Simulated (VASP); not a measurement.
# C in VASP: further runs

C is run at these levels: PBEsol; tasks: single point.

Everything below comes from runs of VASP 6.6.1. Logs are shortened: lines on timing, memory, paths and dates and some standing lists are left out, and cuts for length are marked.

### Step 1. The cell of the first run

The typed cell holds 4 atoms: a = 2.459 Å, b = 2.459 Å, c = 7.378 Å, α = 90.00°, β = 90.00°, γ = 119.99°.

### Step 2. Single point, PBEsol

The input, INCAR:

```
SYSTEM = C
ALGO = Normal
EDIFF = 1E-6
ENCUT = 600
GGA = PS
GGA_COMPAT = .False.
ISIF = 2
ISMEAR = 0
LASPH = .True.
LCHARG = .False.
LREAL = .False.
LWAVE = .False.
NBANDS = 16
NELM = 120
PREC = Accurate
SIGMA = 0.15
```

The input, KPOINTS:

```
k-points
0
Gamma
  18 18 6
  0 0 0
```

The input, POSCAR:

```
C
1.0
    1.2294745828     -2.1290849001      0.0000000000
    1.2294745828      2.1290849001      0.0000000000
    0.0000000000      0.0000000000      7.3778161753
C
4
Direct
    0.1287070904      0.8019950150      0.7498448864
    0.5379362156      0.5313616790      0.2501554438
    0.8712929096      0.1980049850      0.2501551136
    0.4620637844      0.4686383210      0.7498445562
```

Potentials or basis: VASP PAW PBE potentials, release 64 (C).

Started as:

```bash
$ cat potpaw_PBE.64/C/POTCAR > POTCAR
$ mpirun -np 1 vasp_std > vasp.out
```

OUTCAR:

```text
SYSTEM = C
   EDIFF = 1E-6
   ENCUT = 600
   GGA = PS
   ISIF = 2
   ISMEAR = 0
   LASPH = .True.
   LREAL = .False.
   NELM = 120
   PREC = Accurate

 ion  position               nearest neighbor table
   1  0.129  0.802  0.750-   4 1.42   4 1.42   4 1.42
   2  0.538  0.531  0.250-   3 1.42   3 1.42   3 1.42
   3  0.871  0.198  0.250-   2 1.42   2 1.42   2 1.42
   4  0.462  0.469  0.750-   1 1.42   1 1.42   1 1.42

  LATTYP: Found a base centered orthorhombic cell.
 ALAT       =     2.4589491656
 B/A-ratio  =     1.7317030623
 C/A-ratio  =     3.0003939400

  Lattice vectors:

 A1 = (   1.2294745828,  -2.1290849001,   0.0000000000)
 A2 = (   1.2294745828,   2.1290849001,   0.0000000000)
 A3 = (   0.0000000000,   0.0000000000,   7.3778161753)

Analysis of symmetry for initial positions (statically):
=====================================================================
 Subroutine PRICEL returns:
 Original cell was already a primitive cell.

 Routine SETGRP: Setting up the symmetry group for a
 base centered orthorhombic supercell.

 Subroutine GETGRP returns: Found  2 space group operations
 (whereof  2 operations were pure point group operations)
 out of a pool of  8 trial point group operations.

The static configuration has the point symmetry S_2 .

Analysis of symmetry for dynamics (positions and initial velocities):
=====================================================================
 Subroutine PRICEL returns:
 Original cell was already a primitive cell.

 Routine SETGRP: Setting up the symmetry group for a
 base centered orthorhombic supercell.

 Subroutine GETGRP returns: Found  2 space group operations
 (whereof  2 operations were pure point group operations)
 out of a pool of  8 trial point group operations.

The dynamic configuration has the point symmetry S_2 .

 Subroutine INISYM returns: Found  2 space group operations
 (whereof  2 operations are pure point group operations),
 and found     1 'primitive' translations

----------------------------------------------------------------------------------------

                                     Primitive cell

  volume of cell :      38.6252

  direct lattice vectors                    reciprocal lattice vectors
     1.229474583 -2.129084900  0.000000000     0.406677785 -0.234842678  0.000000000
     1.229474583  2.129084900  0.000000000     0.406677785  0.234842678  0.000000000
     0.000000000  0.000000000  7.377816175     0.000000000  0.000000000  0.135541463

  length of vectors
     2.458578911  2.458578911  7.377816175     0.469614634  0.469614634  0.135541463

  position of ions in fractional coordinates (direct lattice)
     0.128707090  0.801995015  0.749844886
     0.537936216  0.531361679  0.250155444
     0.871292910  0.198004985  0.250155114
     0.462063784  0.468638321  0.749844556

  ion indices of the primitive-cell ions
   primitive index   ion index
                 1           1
                 2           2
                 3           3
                 4           4

----------------------------------------------------------------------------------------

 KPOINTS: k-points

Automatic generation of k-mesh.
 Grid dimensions read from file:
 generate k-points for:   18   18    6

 Generating k-lattice:

  Cartesian coordinates                     Fractional coordinates (reciprocal lattice)
     0.022593210 -0.013046815  0.000000000     0.055555556 -0.000000000  0.000000000
     0.022593210  0.013046815  0.000000000    -0.000000000  0.055555556  0.000000000
     0.000000000  0.000000000  0.022590244     0.000000000  0.000000000  0.166666667

  Length of vectors
     0.026089702  0.026089702  0.022590244

  Shift w.r.t. Gamma in fractional coordinates (k-lattice)
     0.000000000  0.000000000  0.000000000

 Subroutine IBZKPT returns following result:
 ===========================================

 Found    976 irreducible k-points:

 Following reciprocal coordinates:
            Coordinates               Weight
  0.000000  0.000000  0.000000      1.000000
  0.055556  0.000000  0.000000      2.000000
  0.000000  0.055556  0.000000      2.000000
  0.111111  0.000000  0.000000      2.000000
  0.000000  0.111111  0.000000      2.000000
  0.166667 -0.000000  0.000000      2.000000
[... 16 lines left out ...]
  0.166667  0.055556  0.000000      2.000000
  0.055556  0.166667  0.000000      2.000000
 [... further k-points ...]
   k-points           NKPTS =    976   k-points in BZ     NKDIM =    976   number of bands    NBANDS=     16
   number of dos      NEDOS =    301   number of ions     NIONS =      4
   total plane-waves  NPLWV =  24000
   dimension x,y,z NGX =    20 NGY =   20 NGZ =   60
   dimension x,y,z NGXF=    40 NGYF=   40 NGZF=  120
   ions per type =               4
   NGX,Y,Z   is equivalent  to a cutoff of  13.52, 13.52, 13.52 a.u.
   NGXF,Y,Z  is equivalent  to a cutoff of  27.05, 27.05, 27.04 a.u.
 SYSTEM =  C
   PREC   = accura    normal or accurate (medium, high low for compatibility)
   ISTART =      0    job   : 0-new  1-cont  2-samecut
   ICHARG =      2    charge: 1-file 2-atom 10-const
   ISPIN  =      1    spin polarized calculation?
   LNONCOLLINEAR =      F non collinear calculations
   LSORBIT =      F    spin-orbit coupling
   LASPH  =      T    aspherical Exc in radial PAW
   ENCUT  =  600.0 eV  44.10 Ry    6.64 a.u.   4.91  4.91 14.74*2*pi/ulx,y,z
   NELM   =    120;   NELMIN=  2; NELMDL= -5     # of ELM steps
   EDIFF  = 0.1E-05   stopping-criterion for ELM
   LREAL  =      F    real-space projection
   EDIFFG = 0.1E-04   stopping-criterion for IOM
   NSW    =      0    number of steps for IOM
   IBRION =     -1    ionic relax: 0-MD 1-quasi-New 2-CG
   NFREE  =      0    steps in history (QN), initial steepest desc. (CG)
   ISIF   =      2    stress and relaxation
   ISYM   =      2    0-nonsym 1-usesym 2-fastsym
   POTIM  = 0.5000    time-step for ionic-motion
   TEBEG  =    0.0;   TEEND  =   0.0 temperature during run
   PSTRESS=    0.0 pullay stress
   NELECT =      16.0000    total number of electrons
   NUPDOWN=      -1.0000    fix difference up-down
   EMIN   =  10.00;   EMAX   =-10.00  energy-range for DOS
   EFERMI =   0.00;   METHOD = LEGACY
   ISMEAR =     0;   SIGMA  =   0.15  broadening in eV -4-tet -1-fermi 0-gaus
   EFERMI_NEDOS =   21; number of points for ismear=-14 and -15
   IALGO  =     38    algorithm
   IMIX   =      4    mixing-type and parameters
     AMIX     =   0.40;   BMIX     =  1.00
     AMIX_MAG =   1.60;   BMIX_MAG =  1.00
  volume/ion in A,a.u.               =       9.66        65.16
  Fermi-wavevector in a.u.,A,eV,Ry     =   1.220370  2.306164 20.263182  1.489302
  Thomas-Fermi vector in A             =   2.355589
   LORBIT       =      0    0 simple, 1 ext, 2 COOP (PROOUT), +10 PAW based schemes
   GGA     = PS    functional components
   LHFCALC =     F    Hartree Fock is set to
   AEXX    =    0.0000 exact exchange contribution
   IVDW    =     0    specifies the selected vdW correction
   LEPSILON=     F    determine dielectric tensor
   LRPA    =     F    only Hartree local field effects (RPA)
 non-spin polarized calculation
 Gauss-broadening in eV      SIGMA  =   0.15
  energy-cutoff  :      600.00
  volume of cell :       38.63
 maximum number of plane-waves:      1326
   NGX =  9   NGY =  9   NGZ = 29

 number of electron      16.0000001 magnetization

 Free energy of the ion-electron system (eV)
  ---------------------------------------------------
  ext. energy  EPLUGINS =         0.00000000
  ---------------------------------------------------
  free energy    TOTEN  =       -38.58804092 eV

  energy without entropy =      -38.58681921  energy(sigma->0) =      -38.58743006

 E-fermi :   3.8524     XC(G=0):  -9.8891

 val. band max:        3.8517845303   @ k =   0.3333   0.3333   0.5000
 cond. band min:       3.8574818122   @ k =   0.3333   0.3333   0.5000
 fundamental gap:      0.0056972819
 Fermi energy:         3.8524457777

 k-point     1 :       0.0000    0.0000    0.0000
  band No.  band energies     occupation
      1     -15.7583      2.00000
      2     -15.6166      2.00000
      3      -4.4247      2.00000
      4      -3.2184      2.00000
      5       0.8589      2.00000
      6       0.8638      2.00000
[... 8 lines left out ...]
     15      15.3761      0.00000
     16      15.4654      0.00000

 k-point     2 :       0.0556    0.0000    0.0000
  band No.  band energies     occupation
      1     -15.6846      2.00000
      2     -15.5435      2.00000
      3      -4.3349      2.00000
      4      -3.1325      2.00000
      5       0.5594      2.00000
      6       0.5704      2.00000
[... 8 lines left out ...]
     15      15.1088      0.00000
     16      15.2159      0.00000

 k-point     3 :       0.0000    0.0556    0.0000
  band No.  band energies     occupation
      1     -15.6846      2.00000
      2     -15.5435      2.00000
      3      -4.3350      2.00000
      4      -3.1325      2.00000
      5       0.5607      2.00000
      6       0.5688      2.00000
[... 8 lines left out ...]
     15      15.1152      0.00000
     16      15.2094      0.00000

 k-point     4 :       0.1111    0.0000    0.0000
  band No.  band energies     occupation
      1     -15.4637      2.00000
      2     -15.3248      2.00000
      3      -4.0666      2.00000
      4      -2.8761      2.00000
      5      -0.2643      2.00000
      6      -0.2468      2.00000
[... 8 lines left out ...]
     15      14.3511      0.00000
     16      14.5066      0.00000
[... 324 lines left out ...]
 k-point    22 :       0.0556    0.1111    0.0000
  band No.  band energies     occupation
      1     -15.2435      2.00000
      2     -15.1067      2.00000
      3      -3.7998      2.00000
      4      -2.6212      2.00000
      5      -0.9219      2.00000
      6      -0.9044      2.00000
[... 8 lines left out ...]
     15      13.9840      0.00000
     16      14.0083      0.00000

 k-point    23 :       0.1667    0.0556    0.0000
  band No.  band energies     occupation
      1     -14.8047      2.00000
      2     -14.6721      2.00000
      3      -3.2700      2.00000
      4      -2.1651      2.00000
      5      -2.1362      2.00000
      6      -2.1178      2.00000
[... 8 lines left out ...]
     15      15.2833      0.00000
     16      15.3273      0.00000

 k-point    24 :       0.0556    0.1667    0.0000
  band No.  band energies     occupation
      1     -14.8047      2.00000
      2     -14.6721      2.00000
      3      -3.2704      2.00000
      4      -2.1651      2.00000
      5      -2.1364      2.00000
      6      -2.1173      2.00000
[... 8 lines left out ...]
     15      15.2860      0.00000
     16      15.3248      0.00000

 [... further k-points ...]
[... 5 lines left out ...]
  --------------------------------------------------------------------------------------
  -------------------------------------------------------------------------------------
  Total        0.1259433      0.1596476     -0.0910989     -0.0062611     -0.0000352      0.0001013
  in kB        5.2241450      6.6222043     -3.7787958     -0.2597105     -0.0014594      0.0042001
  external PRESSURE =       2.6891845 kB  Pullay stress =       0.0000000 kB

 VOLUME and BASIS-vectors are now :
 -----------------------------------------------------------------------------
  energy-cutoff  :      600.00
  volume of cell :       38.63
      direct lattice vectors                 reciprocal lattice vectors
     1.229474583 -2.129084900  0.000000000     0.406677785 -0.234842678  0.000000000
     1.229474583  2.129084900  0.000000000     0.406677785  0.234842678  0.000000000
     0.000000000  0.000000000  7.377816175     0.000000000  0.000000000  0.135541463

 POSITION                                       TOTAL-FORCE (eV/Angst)
 -----------------------------------------------------------------------------------
      1.14427      1.43349      5.53222         0.001462     -0.003626      0.000132
      1.31467     -0.01400      1.84560        -0.002248     -0.002374     -0.000095
      1.31467     -1.43349      1.84560        -0.001462      0.003626     -0.000132
      1.14427      0.01400      5.53222         0.002248      0.002374      0.000095
 -----------------------------------------------------------------------------------
    total drift:                               -0.000000     -0.000000      0.000000

  FREE ENERGIE OF THE ION-ELECTRON SYSTEM (eV)
  ---------------------------------------------------
  free  energy   TOTEN  =       -38.5880409222 eV

  energy  without entropy=      -38.5868192051  energy(sigma->0) =      -38.58743006
```

Wall time 3.7 min (1 thread of Intel Xeon 6975P-C (Granite Rapids), shared host); peak memory 0.59 GiB.

What came out:

```
Free energy   : -38.5880 eV
Pressure      : 0.3 GPa
Largest force : 0.004 eV/Å
```

Forces in eV/Å, atoms in the order of the input:
```
C    0.001 -0.004  0.000
C   -0.002 -0.002  0.000
C   -0.001  0.004  0.000
C    0.002  0.002  0.000
```

Caveat: this functional lacks dispersion, which binds the layers, so the pressure and a relaxed spacing across them are unreliable; the PAW data sets were made with another functional, which shifts forces and pressure a little.

### Step 3. Single point, PBEsol

The input, INCAR:

```
SYSTEM = C
PREC     = Accurate       ! precision mode
ENCUT    = 600            ! plane-wave cutoff, eV
EDIFF    = 1E-6           ! SCF threshold, eV
ISMEAR   = 0              ! smearing method
SIGMA    = 0.15           ! smearing width, eV
LREAL    = .FALSE.        ! projectors in reciprocal space
LASPH    = .TRUE.         ! aspherical terms in the spheres
NELM     = 120            ! most SCF steps
ALGO     = Normal         ! electronic algorithm
ISIF     = 2              ! what is computed and relaxed
LWAVE    = .FALSE.        ! write WAVECAR
LCHARG   = .TRUE.         ! write CHGCAR
GGA      = PS             ! functional
LELF     = .TRUE.         ! ELF
LVHAR    = .TRUE.       
NBANDS   = 16             ! bands
GGA_COMPAT= .FALSE.
```

The input, KPOINTS:

```
regular mesh
0
G
  18 18 6
  0 0 0
```

The input, POSCAR:

```
C
1.0
    1.2294745828     -2.1290849001      0.0000000000
    1.2294745828      2.1290849001      0.0000000000
    0.0000000000      0.0000000000      7.3778161753
C
4
Direct
    0.0193920035      0.7727143128      0.7498448039
    0.6472513025      0.5606423812      0.2501553613
    0.9806079965      0.2272856872      0.2501551961
    0.3527486975      0.4393576188      0.7498446387
```

Potentials or basis: VASP PAW PBE potentials, release 64 (C).

Started as:

```bash
$ cat potpaw_PBE.64/C/POTCAR > POTCAR
$ mpirun -np 1 vasp_std > vasp.out
```

Run time: 3.7 min. Hardware: 1 thread of Intel Xeon 6975P-C (Granite Rapids), shared host; peak memory 0.59 GiB.

Results (log left out):

```yaml
Free_energy: -38.5832 eV
Pressure: 0.3 GPa
Largest_force: 0.009 eV/Å
```

Forces on the atoms (eV/Å):
```
C    0.007 -0.006  0.000
C   -0.008  0.002  0.000
C   -0.007  0.006  0.000
C    0.008 -0.002  0.000
```

Stress tensor (GPa, compression positive):
```
 0.49 -0.03  0.00
-0.03  0.58  0.00
 0.00  0.00 -0.11
```

Levels at points of the mesh, in eV from the Fermi level:
| k point | band 5 | band 6 | band 7 | band 8 | band 9 | band 10 | band 11 | band 12 |
| --- | --- | --- | --- | --- | --- | --- | --- | --- |
| (0.00, 0.00, 0.00) | -2.99 | -2.99 | -2.99 | -2.98 | 3.43 | 8.35 | 8.35 | 8.35 |
| (0.50, 0.00, 0.00) | -6.42 | -6.40 | -2.56 | -2.25 | 1.49 | 1.95 | 7.35 | 7.54 |
| (0.00, 0.50, 0.00) | -6.41 | -6.41 | -2.70 | -2.06 | 1.28 | 2.11 | 7.43 | 7.45 |
| (0.50, 0.50, 0.00) | -6.42 | -6.41 | -2.73 | -2.02 | 1.23 | 2.15 | 7.41 | 7.46 |
| (0.00, 0.00, 0.50) | -2.99 | -2.99 | -2.99 | -2.99 | 5.42 | 5.43 | 8.35 | 8.35 |
| (0.50, 0.00, 0.50) | -6.41 | -6.41 | -2.38 | -2.38 | 1.63 | 1.63 | 7.44 | 7.44 |
| (0.00, 0.50, 0.50) | -6.41 | -6.41 | -2.38 | -2.38 | 1.63 | 1.63 | 7.44 | 7.44 |
| (0.50, 0.50, 0.50) | -6.42 | -6.42 | -2.38 | -2.38 | 1.63 | 1.64 | 7.43 | 7.44 |

Caveat: this functional lacks dispersion, which binds the layers, so the pressure and a relaxed spacing across them are unreliable; the PAW data sets were made with another functional, which shifts forces and pressure a little.

(Continued in part 2 of 2.)
